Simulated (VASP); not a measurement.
Runs of VASP 6.6.1 on TlSnCl3. The structure is that of space group Pm-3m (No. 221), or close to it. The cells are those of the table. 

```tsv
level	cell	smearing	gap on the mesh (eV)	pressure (GPa)
PBE	a = 5.517, b = 5.517, c = 5.407 Å, 5 atoms	fermi-dirac 0.02 eV	0.44	1.4
PBE	a = 5.517 Å, 5 atoms	fermi-dirac 0.02 eV	0.64	0.8
PBE	a = 5.628, b = 5.517, c = 5.517 Å, 5 atoms	fermi-dirac 0.02 eV	(b)	(a)
r2SCAN	a = 5.517, b = 5.517, c = 5.407 Å, 5 atoms	gaussian 0.01 eV	0.52	(c)
```

Alike in all rows: task single point; potentials or basis VASP PAW PBE potentials, release 64 (Tl_d, Sn_d, Cl); no spin polarisation; k mesh 6 × 6 × 6; cutoff (eV) 520.

Q: Estimate the missing entries.

A: (a) 0.3; (b) 0.77; (c) 0.4.

Caveats: spin-orbit coupling is left out, which moves the levels of the heavy elements; the PAW data sets were made with another functional, which shifts forces and pressure a little (at least some runs).

A k mesh can miss the band edges, and the runs leave out spin-orbit coupling on Sn, Tl.
